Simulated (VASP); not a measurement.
# TiO2 (I4_1/amd) in VASP: notebook, part 2 of 3

VASP 6.6.1. Earlier steps stand in the parts before.

### 5 Single point, r2SCAN (11.63 Å³/atom)

This run uses another cell than the first one, of 11.63 Å³/atom.

POSCAR reads:

```
TiO2
1.0
   -1.8959280265      1.8959280265      4.8514903362
    1.8959280265     -1.8959280265      4.8514903362
    1.8959280265      1.8959280265     -4.8514903362
Ti O
2 4
Direct
    0.0000000000      0.0000000000      0.0000000000
    0.7500000000      0.2500000000      0.5000000000
    0.2058269548      0.2058269548      0.0000000000
    0.9558269548      0.4558269548      0.5000000000
    0.5441730452      0.0441730452      0.5000000000
    0.7941730452      0.7941730452      0.0000000000
```

INCAR.step1 reads:

```
PREC = Accurate
ENCUT = 520
ISMEAR = 0
SIGMA = 0.05
LREAL = False
LASPH = True
NELM = 100
NBANDS = 33
GGA = PE
ALGO = Normal
EDIFF = 1E-4
LWAVE = True
LCHARG = False
```

INCAR.step2 reads:

```
PREC = Accurate
ENCUT = 520
EDIFF = 1E-6
ISMEAR = 0
SIGMA = 0.05
LREAL = False
LASPH = True
NELM = 100
ALGO = Normal
ISIF = 2
LWAVE = False
LCHARG = False
METAGGA = R2SCAN
LMIXTAU = True
NBANDS = 33
ISTART = 1
```

KPOINTS reads:

```
regular mesh
0
Gamma
  8 8 8
```

Potentials or basis: VASP PAW PBE potentials, release 64 (Ti_sv, O).

Started as:

```bash
cat potpaw_PBE.64/Ti_sv/POTCAR potpaw_PBE.64/O/POTCAR > POTCAR
cp INCAR.step1 INCAR
mpirun -np 1 vasp_std > vasp.out
cp INCAR.step2 INCAR
mpirun -np 1 vasp_std > vasp.out
```

OUTCAR:

```text
PREC = Accurate
   ENCUT = 520
   EDIFF = 1E-6
   ISMEAR = 0
   LREAL = False
   LASPH = True
   NELM = 100
   ISIF = 2
   METAGGA = R2SCAN
   ISTART = 1

 ion  position               nearest neighbor table
   1  0.000  0.000  0.000-   5 1.94   4 1.94   5 1.94   4 1.94   3 2.00   6 2.00
   2  0.750  0.250  0.500-   6 1.94   3 1.94   6 1.94   3 1.94   4 2.00   5 2.00
   3  0.206  0.206  0.000-   2 1.94   2 1.94   1 2.00
   4  0.956  0.456  0.500-   1 1.94   1 1.94   2 2.00
   5  0.544  0.044  0.500-   1 1.94   1 1.94   2 2.00
   6  0.794  0.794  0.000-   2 1.94   2 1.94   1 2.00

  LATTYP: Found a body centered tetragonal cell.
 ALAT       =     3.7918560530
 C/A-ratio  =     2.5589000576

  Lattice vectors:

 A1 = (  -1.8959280265,   1.8959280265,   4.8514903362)
 A2 = (   1.8959280265,  -1.8959280265,   4.8514903362)
 A3 = (   1.8959280265,   1.8959280265,  -4.8514903362)

Analysis of symmetry for initial positions (statically):
=====================================================================
 Subroutine PRICEL returns:
 Original cell was already a primitive cell.

 Routine SETGRP: Setting up the symmetry group for a
 body centered tetragonal supercell.

 Subroutine GETGRP returns: Found 16 space group operations
 (whereof  8 operations were pure point group operations)
 out of a pool of 16 trial point group operations.

The static configuration has the point symmetry D_2d.
 The point group associated with its full space group is D_4h.

Analysis of symmetry for dynamics (positions and initial velocities):
=====================================================================
 Subroutine PRICEL returns:
 Original cell was already a primitive cell.

 Routine SETGRP: Setting up the symmetry group for a
 body centered tetragonal supercell.

 Subroutine GETGRP returns: Found 16 space group operations
 (whereof  8 operations were pure point group operations)
[... 126 lines left out ...]
   ISMEAR =     0;   SIGMA  =   0.05  broadening in eV -4-tet -1-fermi 0-gaus
   EFERMI_NEDOS =   21; number of points for ismear=-14 and -15
   IALGO  =     38    algorithm
   IMIX   =      4    mixing-type and parameters
     AMIX     =   0.40;   BMIX     =  1.00
     AMIX_MAG =   1.60;   BMIX_MAG =  1.00
  volume/ion in A,a.u.               =      11.63        78.46
  Fermi-wavevector in a.u.,A,eV,Ry     =   1.445314  2.731248 28.421664  2.088933
  Thomas-Fermi vector in A             =   2.563510
   LORBIT       =      0    0 simple, 1 ext, 2 COOP (PROOUT), +10 PAW based schemes
   METAGGA = R2SCAN    functional components
   LHFCALC =     F    Hartree Fock is set to
   AEXX    =    0.0000 exact exchange contribution
   IVDW    =     0    specifies the selected vdW correction
   LEPSILON=     F    determine dielectric tensor
   LRPA    =     F    only Hartree local field effects (RPA)
 non-spin polarized calculation
 Gauss-broadening in eV      SIGMA  =   0.05
  energy-cutoff  :      520.00
  volume of cell :       69.76
 maximum number of plane-waves:      1892
 NGX is ok and might be reduce to    42
   NGX = 21   NGY = 21   NGZ = 21

 number of electron      47.9999996 magnetization

 Free energy of the ion-electron system (eV)
  ---------------------------------------------------
  ext. energy  EPLUGINS =         0.00000000
  ---------------------------------------------------
  free energy    TOTEN  =       -69.85268966 eV

  energy without entropy =      -69.85268966  energy(sigma->0) =      -69.85268966

 E-fermi :   3.1943     XC(G=0): -11.3310

 val. band max:        2.7874061390   @ k =  -0.3750   0.3750   0.0000
 cond. band min:       5.3760226763   @ k =   0.0000   0.0000   0.0000
 fundamental gap:      2.5886165374
 Fermi energy:         3.1943343530

 k-point     1 :       0.0000    0.0000    0.0000
  band No.  band energies     occupation
      1     -55.8097      2.00000
      2     -55.7572      2.00000
      3     -31.2005      2.00000
      4     -30.9668      2.00000
      5     -30.9668      2.00000
      6     -30.9045      2.00000
[... 853 lines left out ...]
     32       9.6916      0.00000
     33      10.2728      0.00000

 [... further k-points ...]
[... 5 lines left out ...]
  --------------------------------------------------------------------------------------
  -------------------------------------------------------------------------------------
  Total       -1.0651557     -1.0651557     -1.1425225      0.0000000      0.0000000      0.0000000
  in kB      -24.4649767    -24.4649767    -26.2419722      0.0000000      0.0000000      0.0000000
  external PRESSURE =     -25.0573085 kB  Pullay stress =       0.0000000 kB

 VOLUME and BASIS-vectors are now :
 -----------------------------------------------------------------------------
  energy-cutoff  :      520.00
  volume of cell :       69.76
      direct lattice vectors                 reciprocal lattice vectors
    -1.895928027  1.895928027  4.851490336     0.000000000  0.263723091  0.103061114
     1.895928027 -1.895928027  4.851490336     0.263723091  0.000000000  0.103061114
     1.895928027  1.895928027 -4.851490336     0.263723091  0.263723091  0.000000000

 POSITION                                       TOTAL-FORCE (eV/Angst)
 -----------------------------------------------------------------------------------
      0.00000      0.00000      0.00000        -0.000000     -0.000000     -0.000000
      0.00000      1.89593      2.42575        -0.000000     -0.000000      0.000000
      0.00000      0.00000      1.99713         0.000000     -0.000000      0.029439
     -0.00000      1.89593      4.42288        -0.000000      0.000000      0.029439
      0.00000      1.89593      0.42861        -0.000000      0.000000     -0.029439
      0.00000      0.00000      7.70585         0.000000     -0.000000     -0.029439
 -----------------------------------------------------------------------------------
    total drift:                                0.000000      0.000000     -0.000000

  FREE ENERGIE OF THE ION-ELECTRON SYSTEM (eV)
  ---------------------------------------------------
  free  energy   TOTEN  =       -69.8526896600 eV

  energy  without entropy=      -69.8526896600  energy(sigma->0) =      -69.85268966
```

Wall time 11 min (1 thread of AMD EPYC 9R45 (Zen 5), shared host); peak memory 0.32 GiB.

Results:

| Quantity | Value |
| --- | --- |
| Free energy | -69.8527 eV |
| Pressure | -2.5 GPa |
| Largest force | 0.029 eV/Å |
| Band gap on the k mesh | 2.59 eV (least direct gap 2.86 eV) |

Forces on the atoms (eV/Å):
```
Ti   0.000  0.000  0.000
Ti   0.000  0.000  0.000
O    0.000  0.000  0.029
O    0.000  0.000  0.029
O    0.000  0.000 -0.029
O    0.000  0.000 -0.029
```

Levels at points of the mesh, in eV from the valence-band top:
```tsv
k point	band 21	band 22	band 23	band 24	band 25	band 26	band 27	band 28
(0.00, 0.00, 0.00)	-0.77	-0.77	-0.39	-0.39	2.59	3.26	4.48	4.48
(0.50, 0.00, 0.00)	-1.86	-0.87	-0.83	-0.64	3.67	3.92	3.99	4.01
(0.50, 0.50, 0.00)	-1.97	-1.97	-0.03	-0.03	3.68	3.68	4.14	4.14
(0.50, 0.50, 0.50)	-1.23	-1.23	-0.06	-0.06	2.91	2.91	4.21	4.21
```

Caveat: the PAW data sets were made with another functional, which shifts forces and pressure a little. A k mesh can miss the band edges.

### 6 Single point, r2SCAN (11.85 Å³/atom)

This run uses another cell than the first one, of 11.85 Å³/atom.

POSCAR reads:

```
TiO2
1.0
   -1.9036032225      1.9036032225      4.9068091751
    1.9036032225     -1.9036032225      4.9068091751
    1.9036032225      1.9036032225     -4.9068091751
Ti O
2 4
Direct
    0.0000000000      0.0000000000      0.0000000000
    0.7500000000      0.2500000000      0.5000000000
    0.2045571415      0.2045571415      0.0000000000
    0.9545571415      0.4545571415      0.5000000000
    0.5454428585      0.0454428585      0.5000000000
    0.7954428585      0.7954428585      0.0000000000
```

INCAR.step1 reads:

```
  PREC = Accurate
  ENCUT = 520
  ISMEAR = 0
  SIGMA = 0.05
  LREAL = F
  LASPH = T
  NELM = 100
  NBANDS = 33
  GGA = PE
  ALGO = Normal
  EDIFF = 1E-4
  LWAVE = T
  LCHARG = F
```

INCAR.step2 reads:

```
  PREC = Accurate
  ENCUT = 520
  EDIFF = 1E-7
  ISMEAR = 0
  SIGMA = 0.05
  LREAL = F
  LASPH = T
  NELM = 100
  ALGO = Normal
  ISIF = 2
  LWAVE = F
  LCHARG = F
  METAGGA = R2SCAN
  LMIXTAU = T
  NBANDS = 33
  ISTART = 1
```

KPOINTS reads:

```
Automatic mesh
0
Gamma
  8 8 8
```

Potentials or basis: VASP PAW PBE potentials, release 64 (Ti_sv, O).

Started as:

```bash
cat potpaw_PBE.64/Ti_sv/POTCAR potpaw_PBE.64/O/POTCAR > POTCAR
cp INCAR.step1 INCAR
mpirun -np 1 vasp_std > vasp.out
cp INCAR.step2 INCAR
mpirun -np 1 vasp_std > vasp.out
```

OUTCAR:

```text
PREC = Accurate
   ENCUT = 520
   EDIFF = 1E-7
   ISMEAR = 0
   LREAL = F
   LASPH = T
   NELM = 100
   ISIF = 2
   METAGGA = R2SCAN
   ISTART = 1

 ion  position               nearest neighbor table
   1  0.000  0.000  0.000-   5 1.96   4 1.96   5 1.96   4 1.96   3 2.01   6 2.01
   2  0.750  0.250  0.500-   6 1.96   3 1.96   6 1.96   3 1.96   4 2.01   5 2.01
   3  0.205  0.205  0.000-   2 1.96   2 1.96   1 2.01
   4  0.955  0.455  0.500-   1 1.96   1 1.96   2 2.01
   5  0.545  0.045  0.500-   1 1.96   1 1.96   2 2.01
   6  0.795  0.795  0.000-   2 1.96   2 1.96   1 2.01

  LATTYP: Found a body centered tetragonal cell.
 ALAT       =     3.8072064450
 C/A-ratio  =     2.5776428182

  Lattice vectors:

 A1 = (  -1.9036032225,   1.9036032225,   4.9068091751)
 A2 = (   1.9036032225,  -1.9036032225,   4.9068091751)
 A3 = (   1.9036032225,   1.9036032225,  -4.9068091751)

Analysis of symmetry for initial positions (statically):
=====================================================================
 Subroutine PRICEL returns:
 Original cell was already a primitive cell.

 Routine SETGRP: Setting up the symmetry group for a
 body centered tetragonal supercell.

 Subroutine GETGRP returns: Found 16 space group operations
 (whereof  8 operations were pure point group operations)
 out of a pool of 16 trial point group operations.

The static configuration has the point symmetry D_2d.
 The point group associated with its full space group is D_4h.

Analysis of symmetry for dynamics (positions and initial velocities):
=====================================================================
 Subroutine PRICEL returns:
 Original cell was already a primitive cell.

 Routine SETGRP: Setting up the symmetry group for a
 body centered tetragonal supercell.

 Subroutine GETGRP returns: Found 16 space group operations
 (whereof  8 operations were pure point group operations)
 out of a pool of 16 trial point group operations.

The dynamic configuration has the point symmetry D_2d.
 The point group associated with its full space group is D_4h.

 Subroutine INISYM returns: Found 16 space group operations
 (whereof  8 operations are pure point group operations),
 and found     1 'primitive' translations

----------------------------------------------------------------------------------------

                                     Primitive cell

  volume of cell :      71.1233

  direct lattice vectors                    reciprocal lattice vectors
    -1.903603222  1.903603222  4.906809175     0.000000000  0.262659778  0.101899214
     1.903603222 -1.903603222  4.906809175     0.262659778  0.000000000  0.101899214
     1.903603222  1.903603222 -4.906809175     0.262659778  0.262659778  0.000000000

  length of vectors
     5.596801474  5.596801474  5.596801474     0.281733223  0.281733223  0.371457020

  position of ions in fractional coordinates (direct lattice)
     0.000000000  0.000000000  0.000000000
     0.750000000  0.250000000  0.500000000
     0.204557141  0.204557141  0.000000000
     0.954557141  0.454557141  0.500000000
     0.545442859  0.045442859  0.500000000
[... 36 lines left out ...]

 Following reciprocal coordinates:
            Coordinates               Weight
  0.000000  0.000000  0.000000      1.000000
  0.125000  0.000000  0.000000      8.000000
  0.250000  0.000000  0.000000      8.000000
  0.375000  0.000000 -0.000000      8.000000
  0.500000  0.000000  0.000000      4.000000
  0.125000  0.125000  0.000000      8.000000
[... 16 lines left out ...]
  0.250000  0.125000  0.125000     16.000000
  0.375000  0.125000  0.125000      8.000000
 [... further k-points ...]
   k-points           NKPTS =     59   k-points in BZ     NKDIM =     59   number of bands    NBANDS=     33
   number of dos      NEDOS =    301   number of ions     NIONS =      6
   total plane-waves  NPLWV =  74088
   dimension x,y,z NGX =    42 NGY =   42 NGZ =   42
   dimension x,y,z NGXF=    84 NGYF=   84 NGZF=   84
   ions per type =               2   4
   NGX,Y,Z   is equivalent  to a cutoff of  12.48, 12.48, 12.48 a.u.
   NGXF,Y,Z  is equivalent  to a cutoff of  24.95, 24.95, 24.95 a.u.
 SYSTEM =  unknown system
   PREC   = accura    normal or accurate (medium, high low for compatibility)
   ISTART =      1    job   : 0-new  1-cont  2-samecut
   ICHARG =      0    charge: 1-file 2-atom 10-const
   ISPIN  =      1    spin polarized calculation?
   LNONCOLLINEAR =      F non collinear calculations
   LSORBIT =      F    spin-orbit coupling
   LASPH  =      T    aspherical Exc in radial PAW
   ENCUT  =  520.0 eV  38.22 Ry    6.18 a.u.  10.41 10.41 10.41*2*pi/ulx,y,z
   NELM   =    100;   NELMIN=  2; NELMDL=  0     # of ELM steps
   EDIFF  = 0.1E-06   stopping-criterion for ELM
   LREAL  =      F    real-space projection
   EDIFFG = 0.1E-05   stopping-criterion for IOM
   NSW    =      0    number of steps for IOM
   IBRION =     -1    ionic relax: 0-MD 1-quasi-New 2-CG
   NFREE  =      0    steps in history (QN), initial steepest desc. (CG)
   ISIF   =      2    stress and relaxation
   ISYM   =      2    0-nonsym 1-usesym 2-fastsym
   POTIM  = 0.5000    time-step for ionic-motion
   TEBEG  =    0.0;   TEEND  =   0.0 temperature during run
   PSTRESS=    0.0 pullay stress
   NELECT =      48.0000    total number of electrons
   NUPDOWN=      -1.0000    fix difference up-down
   EMIN   =  10.00;   EMAX   =-10.00  energy-range for DOS
   EFERMI =   0.00;   METHOD = LEGACY
   ISMEAR =     0;   SIGMA  =   0.05  broadening in eV -4-tet -1-fermi 0-gaus
   EFERMI_NEDOS =   21; number of points for ismear=-14 and -15
   IALGO  =     38    algorithm
   IMIX   =      4    mixing-type and parameters
     AMIX     =   0.40;   BMIX     =  1.00
     AMIX_MAG =   1.60;   BMIX_MAG =  1.00
  volume/ion in A,a.u.               =      11.85        79.99
  Fermi-wavevector in a.u.,A,eV,Ry     =   1.435989  2.713626 28.056105  2.062066
  Thomas-Fermi vector in A             =   2.555227
   LORBIT       =      0    0 simple, 1 ext, 2 COOP (PROOUT), +10 PAW based schemes
   METAGGA = R2SCAN    functional components
   LHFCALC =     F    Hartree Fock is set to
   AEXX    =    0.0000 exact exchange contribution
   IVDW    =     0    specifies the selected vdW correction
   LEPSILON=     F    determine dielectric tensor
   LRPA    =     F    only Hartree local field effects (RPA)
 non-spin polarized calculation
 Gauss-broadening in eV      SIGMA  =   0.05
  energy-cutoff  :      520.00
  volume of cell :       71.12
 maximum number of plane-waves:      1926
 NGX is ok and might be reduce to    42
   NGX = 21   NGY = 21   NGZ = 21

 number of electron      47.9999993 magnetization

 Free energy of the ion-electron system (eV)
  ---------------------------------------------------
  ext. energy  EPLUGINS =         0.00000000
  ---------------------------------------------------
  free energy    TOTEN  =       -69.81666269 eV

  energy without entropy =      -69.81666269  energy(sigma->0) =      -69.81666269

 E-fermi :   2.8710     XC(G=0): -11.2203

 val. band max:        2.6051855425   @ k =  -0.3750   0.3750   0.0000
 cond. band min:       5.1844400046   @ k =   0.0000   0.0000   0.0000
 fundamental gap:      2.5792544621
 Fermi energy:         2.8710299619

 k-point     1 :       0.0000    0.0000    0.0000
  band No.  band energies     occupation
      1     -56.0455      2.00000
      2     -55.9985      2.00000
      3     -31.4111      2.00000
      4     -31.1913      2.00000
      5     -31.1913      2.00000
      6     -31.1349      2.00000
[... 853 lines left out ...]
     32       9.3527      0.00000
     33       9.8946      0.00000

 [... further k-points ...]

------------------------ aborting loop because EDIFF is reached ----------------------------------------

  FORCE on cell =-STRESS in cart. coord.  units (eV):
  Direction    XX          YY          ZZ          XY          YZ          ZX
  --------------------------------------------------------------------------------------
  -------------------------------------------------------------------------------------
  Total       -2.6267326     -2.6267326     -2.6971502      0.0000000     -0.0000000      0.0000000
  in kB      -59.1717507    -59.1717507    -60.7580308      0.0000000     -0.0000000      0.0000000
  external PRESSURE =     -59.7005108 kB  Pullay stress =       0.0000000 kB

 VOLUME and BASIS-vectors are now :
 -----------------------------------------------------------------------------
  energy-cutoff  :      520.00
  volume of cell :       71.12
      direct lattice vectors                 reciprocal lattice vectors
    -1.903603222  1.903603222  4.906809175     0.000000000  0.262659778  0.101899214
     1.903603222 -1.903603222  4.906809175     0.262659778  0.000000000  0.101899214
     1.903603222  1.903603222 -4.906809175     0.262659778  0.262659778  0.000000000

 POSITION                                       TOTAL-FORCE (eV/Angst)
 -----------------------------------------------------------------------------------
      0.00000      0.00000      0.00000         0.000000      0.000000      0.000000
      0.00000      1.90360      2.45340         0.000000      0.000000      0.000000
      0.00000      0.00000      2.00745         0.000000      0.000000      0.029789
      0.00000      1.90360      4.46085        -0.000000     -0.000000      0.029789
      0.00000      1.90360      0.44596        -0.000000     -0.000000     -0.029789
      0.00000      0.00000      7.80617         0.000000      0.000000     -0.029789
 -----------------------------------------------------------------------------------
    total drift:                                0.000000     -0.000000     -0.000000

  FREE ENERGIE OF THE ION-ELECTRON SYSTEM (eV)
  ---------------------------------------------------
  free  energy   TOTEN  =       -69.8166626874 eV

  energy  without entropy=      -69.8166626874  energy(sigma->0) =      -69.81666269
```

It took 12 min on 1 thread of AMD EPYC 9R45 (Zen 5), shared host; peak memory 0.31 GiB.

What came out:

```yaml
Free_energy: -69.8167 eV
Pressure: -6.0 GPa
Largest_force: 0.030 eV/Å
Band_gap_on_the_k_mesh: 2.58 eV (least direct gap 2.83 eV)
```

Forces in eV/Å, atoms in the order of the input:
```
Ti   0.000  0.000  0.000
Ti   0.000  0.000  0.000
O    0.000  0.000  0.030
O    0.000  0.000  0.030
O    0.000  0.000 -0.030
O    0.000  0.000 -0.030
```

Stress tensor (GPa, compression positive):
```
-5.92  0.00  0.00
 0.00 -5.92  0.00
 0.00  0.00 -6.08
```

Caveat: the cell stands under tension; the PAW data sets were made with another functional, which shifts forces and pressure a little.

[end of part 2 of 3]
